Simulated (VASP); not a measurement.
# NaTe3As (R-3c) in VASP: single point with PBE

Aim: the single point of NaTe3As with PBE.

All numbers are computed with VASP 6.6.1; they aren't measurements. Logs are shortened: lines on timing, memory, paths and dates and some standing lists are left out, and cuts for length are marked.

## (1) The cell of the first run

Symmetry: R-3c, No. 167, trigonal system. Conventional cell: a = 8.526 Å, b = 8.526 Å, c = 13.962 Å, α = 90.00°, β = 90.00°, γ = 120.00°. Na (site symmetry 32) has 9 Te at 3.30 to 3.52 Å and 2 As at 3.49 Å within 4.3 Å. Te (site symmetry 2) has 2 As at 2.89 Å and 3 Na at 3.30 to 3.52 Å and 4 Te at 3.52 Å within 3.8 Å. Within 3.8 Å of As (site symmetry -3) lie 6 Te at 2.89 Å and 2 Na at 3.49 Å.

## (2) Single point, PBE

Input file INCAR:

```
SYSTEM = NaTe3As
PREC     = Accurate       ! precision mode
ENCUT    = 520            ! plane-wave cutoff, eV
EDIFF    = 1E-7           ! SCF threshold, eV
ISMEAR   = 0              ! smearing method
SIGMA    = 0.1            ! smearing width, eV
LREAL    = .False.        ! projectors in reciprocal space
LASPH    = .True.         ! aspherical terms in the spheres
NELM     = 80             ! most SCF steps
ALGO     = Normal         ! electronic algorithm
ISIF     = 2              ! what is computed and relaxed
LWAVE    = .False.        ! write WAVECAR
LCHARG   = .True.         ! write CHGCAR
GGA      = PE             ! functional
LELF     = .True.         ! ELF
LVHAR    = .True.       
NBANDS   = 41             ! bands
```

Input file KPOINTS:

```
regular mesh
0
Gamma
  6 6 6
  0 0 0
```

Input file POSCAR:

```
NaTe3As
1.0
    4.2630106296      2.4612503345      4.6541398353
   -4.2630106296      2.4612503345      4.6541398353
    0.0000000000     -4.9225006691      4.6541398353
Na Te As
2 6 2
Direct
    0.7500000000      0.7500000000      0.7500000000
    0.2500000000      0.2500000000      0.2500000000
    0.1372168286      0.3627831714      0.7500000000
    0.3627831714      0.7500000000      0.1372168286
    0.8627831714      0.6372168286      0.2500000000
    0.2500000000      0.8627831714      0.6372168286
    0.6372168286      0.2500000000      0.8627831714
    0.7500000000      0.1372168286      0.3627831714
    0.5000000000      0.5000000000      0.5000000000
    0.0000000000      0.0000000000      0.0000000000
```

Potentials or basis: VASP PAW PBE potentials, release 64 (Na_pv, Te, As).

Command:

```console
cat potpaw_PBE.64/Na_pv/POTCAR potpaw_PBE.64/Te/POTCAR potpaw_PBE.64/As/POTCAR > POTCAR
mpirun -np 1 vasp_std > vasp.out
```

OUTCAR:

```text
SYSTEM = NaTe3As
   PREC = Accurate
   ENCUT = 520
   EDIFF = 1E-7
   ISMEAR = 0
   LREAL = .False.
   LASPH = .True.
   NELM = 80
   ISIF = 2
   GGA = PE

 ion  position               nearest neighbor table
   1  0.750  0.750  0.750-
   2  0.250  0.250  0.250-
   3  0.137  0.363  0.750-   9 2.89  10 2.89   6 3.52   7 3.52   6 3.52   7 3.52
   4  0.363  0.750  0.137-   9 2.89  10 2.89   5 3.52   6 3.52   6 3.52   5 3.52
   5  0.863  0.637  0.250-   9 2.89  10 2.89   4 3.52   8 3.52   8 3.52   4 3.52
   6  0.250  0.863  0.637-  10 2.89   9 2.89   3 3.52   4 3.52   4 3.52   3 3.52
   7  0.637  0.250  0.863-   9 2.89  10 2.89   3 3.52   8 3.52   8 3.52   3 3.52
   8  0.750  0.137  0.363-  10 2.89   9 2.89   5 3.52   7 3.52   7 3.52   5 3.52
   9  0.500  0.500  0.500-   3 2.89   5 2.89   4 2.89   7 2.89   6 2.89   8 2.89
  10  0.000  0.000  0.000-   3 2.89   5 2.89   6 2.89   8 2.89   7 2.89   4 2.89

  LATTYP: Found a trigonal (rhomboedric) cell.
 ALAT       =     6.7743656857
 COS(alpha) =     0.2079993213

  Lattice vectors:

 A1 = (   4.2630106296,   2.4612503345,   4.6541398353)
 A2 = (  -4.2630106296,   2.4612503345,   4.6541398353)
 A3 = (   0.0000000000,  -4.9225006691,   4.6541398353)

Analysis of symmetry for initial positions (statically):
=====================================================================
 Subroutine PRICEL returns:
 Original cell was already a primitive cell.

 Routine SETGRP: Setting up the symmetry group for a
 trigonal (rhombohedral) supercell.

 Subroutine GETGRP returns: Found 12 space group operations
 (whereof  6 operations were pure point group operations)
 out of a pool of 12 trial point group operations.

The static configuration has the point symmetry S_6 .
 The point group associated with its full space group is D_3d.

Analysis of symmetry for dynamics (positions and initial velocities):
=====================================================================
 Subroutine PRICEL returns:
 Original cell was already a primitive cell.

 Routine SETGRP: Setting up the symmetry group for a
 trigonal (rhombohedral) supercell.

 Subroutine GETGRP returns: Found 12 space group operations
 (whereof  6 operations were pure point group operations)
 out of a pool of 12 trial point group operations.

The dynamic configuration has the point symmetry S_6 .
 The point group associated with its full space group is D_3d.

 Subroutine INISYM returns: Found 12 space group operations
 (whereof  6 operations are pure point group operations),
 and found     1 'primitive' translations

----------------------------------------------------------------------------------------

                                     Primitive cell

  volume of cell :     292.9968

  direct lattice vectors                    reciprocal lattice vectors
     4.263010630  2.461250334  4.654139835     0.117288002  0.067716260  0.071620825
    -4.263010630  2.461250334  4.654139835    -0.117288002  0.067716260  0.071620825
     0.000000000 -4.922500669  4.654139835     0.000000000 -0.135432519  0.071620825

  length of vectors
     6.774365686  6.774365686  6.774365686     0.153204144  0.153204144  0.153204144

  position of ions in fractional coordinates (direct lattice)
     0.750000000  0.750000000  0.750000000
     0.250000000  0.250000000  0.250000000
     0.137216829  0.362783171  0.750000000
     0.362783171  0.750000000  0.137216829
     0.862783171  0.637216829  0.250000000
     0.250000000  0.862783171  0.637216829
     0.637216829  0.250000000  0.862783171
     0.750000000  0.137216829  0.362783171
     0.500000000  0.500000000  0.500000000
     0.000000000  0.000000000  0.000000000

  ion indices of the primitive-cell ions
   primitive index   ion index
                 1           1
                 2           2
                 3           3
                 4           4
                 5           5
                 6           6
                 7           7
                 8           8
                 9           9
                10          10

----------------------------------------------------------------------------------------

 KPOINTS: regular mesh

Automatic generation of k-mesh.
 Grid dimensions read from file:
 generate k-points for:    6    6    6

 Generating k-lattice:

  Cartesian coordinates                     Fractional coordinates (reciprocal lattice)
     0.019548000  0.011286043  0.011936804     0.166666667  0.000000000  0.000000000
    -0.019548000  0.011286043  0.011936804     0.000000000  0.166666667  0.000000000
     0.000000000 -0.022572087  0.011936804    -0.000000000 -0.000000000  0.166666667

  Length of vectors
     0.025534024  0.025534024  0.025534024

  Shift w.r.t. Gamma in fractional coordinates (k-lattice)
     0.000000000  0.000000000  0.000000000

 Subroutine IBZKPT returns following result:
 ===========================================

 Found     32 irreducible k-points:

 Following reciprocal coordinates:
            Coordinates               Weight
  0.000000  0.000000  0.000000      1.000000
  0.166667 -0.000000  0.000000      6.000000
  0.333333  0.000000  0.000000      6.000000
  0.500000 -0.000000  0.000000      3.000000
  0.166667  0.166667  0.000000      6.000000
  0.333333  0.166667  0.000000     12.000000
[... 16 lines left out ...]
  0.500000  0.500000  0.166667      6.000000
 -0.333333  0.500000  0.166667     12.000000
 [... further k-points ...]
   k-points           NKPTS =     32   k-points in BZ     NKDIM =     32   number of bands    NBANDS=     41
   number of dos      NEDOS =    301   number of ions     NIONS =     10
   total plane-waves  NPLWV = 125000
   dimension x,y,z NGX =    50 NGY =   50 NGZ =   50
   dimension x,y,z NGXF=   100 NGYF=  100 NGZF=  100
   ions per type =               2   6   2
   NGX,Y,Z   is equivalent  to a cutoff of  12.27, 12.27, 12.27 a.u.
   NGXF,Y,Z  is equivalent  to a cutoff of  24.54, 24.54, 24.54 a.u.
 SYSTEM =  NaTe3As
   PREC   = accura    normal or accurate (medium, high low for compatibility)
   ISTART =      0    job   : 0-new  1-cont  2-samecut
   ICHARG =      2    charge: 1-file 2-atom 10-const
   ISPIN  =      1    spin polarized calculation?
   LNONCOLLINEAR =      F non collinear calculations
   LSORBIT =      F    spin-orbit coupling
   LASPH  =      T    aspherical Exc in radial PAW
   ENCUT  =  520.0 eV  38.22 Ry    6.18 a.u.  12.60 12.60 12.60*2*pi/ulx,y,z
   NELM   =     80;   NELMIN=  2; NELMDL= -5     # of ELM steps
   EDIFF  = 0.1E-06   stopping-criterion for ELM
   LREAL  =      F    real-space projection
   EDIFFG = 0.1E-05   stopping-criterion for IOM
   NSW    =      0    number of steps for IOM
   IBRION =     -1    ionic relax: 0-MD 1-quasi-New 2-CG
   NFREE  =      0    steps in history (QN), initial steepest desc. (CG)
   ISIF   =      2    stress and relaxation
   ISYM   =      2    0-nonsym 1-usesym 2-fastsym
   POTIM  = 0.5000    time-step for ionic-motion
   TEBEG  =    0.0;   TEEND  =   0.0 temperature during run
   PSTRESS=    0.0 pullay stress
   NELECT =      60.0000    total number of electrons
   NUPDOWN=      -1.0000    fix difference up-down
   EMIN   =  10.00;   EMAX   =-10.00  energy-range for DOS
   EFERMI =   0.00;   METHOD = LEGACY
   ISMEAR =     0;   SIGMA  =   0.10  broadening in eV -4-tet -1-fermi 0-gaus
   EFERMI_NEDOS =   21; number of points for ismear=-14 and -15
   IALGO  =     38    algorithm
   IMIX   =      4    mixing-type and parameters
     AMIX     =   0.40;   BMIX     =  1.00
     AMIX_MAG =   1.60;   BMIX_MAG =  1.00
  volume/ion in A,a.u.               =      29.30       197.72
  Fermi-wavevector in a.u.,A,eV,Ry     =   0.964949  1.823489 12.668742  0.931126
  Thomas-Fermi vector in A             =   2.094624
   LORBIT       =      0    0 simple, 1 ext, 2 COOP (PROOUT), +10 PAW based schemes
   GGA     = PE    functional components
   LHFCALC =     F    Hartree Fock is set to
   AEXX    =    0.0000 exact exchange contribution
   IVDW    =     0    specifies the selected vdW correction
   LEPSILON=     F    determine dielectric tensor
   LRPA    =     F    only Hartree local field effects (RPA)
 non-spin polarized calculation
 Gauss-broadening in eV      SIGMA  =   0.10
  energy-cutoff  :      520.00
  volume of cell :      293.00
 maximum number of plane-waves:      7937
   NGX = 25   NGY = 25   NGZ = 25

 number of electron      60.0000034 magnetization

 Free energy of the ion-electron system (eV)
  ---------------------------------------------------
  ext. energy  EPLUGINS =         0.00000000
  ---------------------------------------------------
  free energy    TOTEN  =       -32.01398205 eV

  energy without entropy =      -31.98056492  energy(sigma->0) =      -31.99727349

 E-fermi :   4.8119     XC(G=0):  -9.0248

 val. band max:        4.8082734727   @ k =   0.0000   0.0000   0.0000
 cond. band min:       4.8361281345   @ k =  -0.3333   0.3333   0.1667
 fundamental gap:      0.0278546618
 Fermi energy:         4.8119173892

 k-point     1 :       0.0000    0.0000    0.0000
  band No.  band energies     occupation
      1     -19.2730      2.00000
      2     -19.2729      2.00000
      3     -19.2617      2.00000
      4     -19.2617      2.00000
      5     -19.2613      2.00000
      6     -19.2613      2.00000
[... 33 lines left out ...]
     40       8.9568      0.00000
     41       9.7453      0.00000

 k-point     2 :       0.1667   -0.0000    0.0000
  band No.  band energies     occupation
      1     -19.2730      2.00000
      2     -19.2729      2.00000
      3     -19.2617      2.00000
      4     -19.2617      2.00000
      5     -19.2613      2.00000
      6     -19.2613      2.00000
[... 957 lines left out ...]
     40       9.0598      0.00000
     41       9.8214      0.00000

 k-point    24 :      -0.3333    0.5000    0.1667
  band No.  band energies     occupation
      1     -19.2730      2.00000
      2     -19.2730      2.00000
      3     -19.2618      2.00000
      4     -19.2617      2.00000
      5     -19.2614      2.00000
      6     -19.2613      2.00000
[... 33 lines left out ...]
     40       8.8011      0.00000
     41       9.7053      0.00000

 [... further k-points ...]
[... 5 lines left out ...]
  --------------------------------------------------------------------------------------
  -------------------------------------------------------------------------------------
  Total       -0.0166335     -0.0166335     -0.0266130      0.0000000      0.0000000      0.0000000
  in kB       -0.0909557     -0.0909557     -0.1455261      0.0000000      0.0000000      0.0000000
  external PRESSURE =      -0.1091459 kB  Pullay stress =       0.0000000 kB

 VOLUME and BASIS-vectors are now :
 -----------------------------------------------------------------------------
  energy-cutoff  :      520.00
  volume of cell :      293.00
      direct lattice vectors                 reciprocal lattice vectors
     4.263010630  2.461250334  4.654139835     0.117288002  0.067716260  0.071620825
    -4.263010630  2.461250334  4.654139835    -0.117288002  0.067716260  0.071620825
     0.000000000 -4.922500669  4.654139835     0.000000000 -0.135432519  0.071620825

 POSITION                                       TOTAL-FORCE (eV/Angst)
 -----------------------------------------------------------------------------------
      0.00000     -0.00000     10.47181        -0.000000     -0.000000     -0.000000
      0.00000     -0.00000      3.49060        -0.000000     -0.000000     -0.000000
     -0.96159     -2.46125      5.81767         0.000798     -0.000000      0.000000
     -1.65071      2.06339      5.81767        -0.000399     -0.000691     -0.000000
      0.96159      2.46125      8.14474        -0.000798     -0.000000      0.000000
     -2.61230     -0.39786      8.14474         0.000399     -0.000691     -0.000000
      1.65071     -2.06339      8.14474         0.000399      0.000691     -0.000000
      2.61230      0.39786      5.81767        -0.000399      0.000691     -0.000000
      0.00000     -0.00000      6.98121        -0.000000     -0.000000     -0.000000
      0.00000      0.00000      0.00000        -0.000000     -0.000000     -0.000000
 -----------------------------------------------------------------------------------
    total drift:                                0.000000     -0.000000     -0.000000

  FREE ENERGIE OF THE ION-ELECTRON SYSTEM (eV)
  ---------------------------------------------------
  free  energy   TOTEN  =       -32.0139820488 eV

  energy  without entropy=      -31.9805649248  energy(sigma->0) =      -31.99727349
```

Run time: 13 min. Hardware: 1 thread of Intel Xeon 8259CL, shared host; peak memory 0.55 GiB.

Results:

| Item | Value |
| --- | --- |
| Free energy | -32.0140 eV |
| Pressure | 0.0 GPa |
| Band gap on the k mesh | zero (band 30 reaches 5.37 eV, above the bottom of band 31 at 3.78 eV) |

Caveat: spin-orbit coupling is left out, which moves the levels of the heavy elements.
